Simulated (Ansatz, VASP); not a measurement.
# One calculation of F, two programs

```
CELL_PARAMETERS angstrom
2.93920 -1.83115 0.31018
2.93920 1.83115 0.31018
-0.85717 0.00000 6.89712
ATOMIC_POSITIONS crystal
F 0.91386 0.58555 0.09393
F 0.41445 0.08614 0.40607
F 0.08614 0.41445 0.90607
F 0.58555 0.91386 0.59393
```

Change from the starting cell: volume 18.804 Å^3 an atom, stretch along a over the lengths across it, relative to the relaxed cell 1.0202.

Alike in both runs: task single point; functional PBE; dispersion D3(BJ); k mesh 8 × 8 × 4; occupations gaussian, width 0.05 eV; no spin polarisation.

|  | VASP | Ansatz |
| --- | --- | --- |
| version | VASP 6.6.1 | Ansatz 0.2.0 |
| potentials or method | VASP PAW PBE potentials, release 64 (F), cutoff 520 eV | scalar-relativistic, plane waves, PAW |
| valence electrons in the cell | 28 | 28 |

Ansatz gave:

* gap on the k mesh at the Fermi level (eV): 2.72
* least direct gap on the mesh (eV): 2.72
* pressure (GPa): -2.3
* traceless stress, the component that is largest in VASP (GPa): -2.91
* rms of the force components (eV/Å): 0.565

Q: Estimate VASP's values.

A: gap on the k mesh at the Fermi level (eV): 2.66; least direct gap on the mesh (eV): 2.66; pressure (GPa): -2.1; traceless stress, the component that is largest in VASP (GPa): -1.97; rms of the force components (eV/Å): 0.381.

Atom by atom the forces differ by 0.184 eV/Å (rms over components).
